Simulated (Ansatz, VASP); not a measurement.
Two plane-wave programs on TiSi

```xyz
2
Lattice="1.7889 -2.0859 0.0000 1.7889 2.0859 0.0000 0.0000 0.0000 3.8039" Properties=species:S:1:pos:R:3 pbc="T T T"
Ti    1.7889    0.0000    0.0000
Si    0.0000    0.0000    1.9020
```

Change from the starting cell: strain -0.015 along x and y, +0.000 along z, atoms carried along.

Alike in both runs: task single point; functional r2SCAN; k mesh 18 × 18 × 12; occupations gaussian, width 0.15 eV; no spin polarisation.

|  | VASP | Ansatz |
| --- | --- | --- |
| version | VASP 6.6.1 | Ansatz 0.2.0 |
| potentials or method | VASP PAW PBE potentials, release 64 (Ti_sv, Si), cutoff 520 eV | scalar-relativistic, plane waves, PAW |
| valence electrons in the cell | 16 | 16 |

Ansatz gave:

```
gap on the k mesh at the Fermi level (eV)                     : none
pressure (GPa)                                                : 2.2
traceless stress, the component that is largest in VASP (GPa) : 1.24
```

Problem. Which values does VASP return?

Solution. gap on the k mesh at the Fermi level (eV): none; pressure (GPa): 2.6; traceless stress, the component that is largest in VASP (GPa): 1.21.

VASP's potentials were made for PBE, not for r2SCAN. A gap of «none» marks a metal or a gap that the smearing closes. The functional is the same, so the differences come from potentials, cutoffs and numerics.
